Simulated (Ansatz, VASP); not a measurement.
## One calculation of FeSi, two programs

```xyz
8
Lattice="4.4033 0.0000 0.0000 0.0000 4.4033 0.0000 0.0000 0.0000 4.4033" Properties=species:S:1:pos:R:3 pbc="T T T"
Fe    0.6027    0.6027    0.6027
Fe    1.5990    3.8007    2.8043
Fe    2.8043    1.5990    3.8007
Fe    3.8007    2.8043    1.5990
Si    3.7032    3.7032    3.7032
Si    2.9018    0.7002    1.5015
Si    1.5015    2.9018    0.7002
Si    0.7002    1.5015    2.9018
```

Alike in both runs: functional PBEsol; k mesh 8 × 8 × 8; occupations gaussian, width 0.01 eV; no spin polarisation.

Ansatz relaxed the structure, and its values are those at the end. VASP's run is a single point on that final structure, the one shown.

|  | VASP | Ansatz |
| --- | --- | --- |
| version | VASP 6.6.1 | Ansatz 0.2.0 |
| potentials or method | VASP PAW PBE potentials, release 64 (Fe, Si), cutoff 520 eV | scalar-relativistic, plane waves, PAW |
| valence electrons in the cell | 48 | 80 |

|  | VASP | Ansatz | Ansatz less VASP |
| --- | --- | --- | --- |
| gap on the k mesh at the Fermi level (eV) | 0.14 | 0.15 | +0.007 |
| least direct gap on the mesh (eV) | 0.16 | 0.17 | +0.004 |
| pressure (GPa) | 0.7 | 0.0 | -0.66 |
| rms of the force components (eV/Å) | 0.019 | 0.000 | -0.0188 |

VASP's potentials were made for PBE, not for PBEsol. VASP's potentials hold 48 valence electrons a cell and Ansatz's 80, so a difference there can come from the potentials and not from the codes.
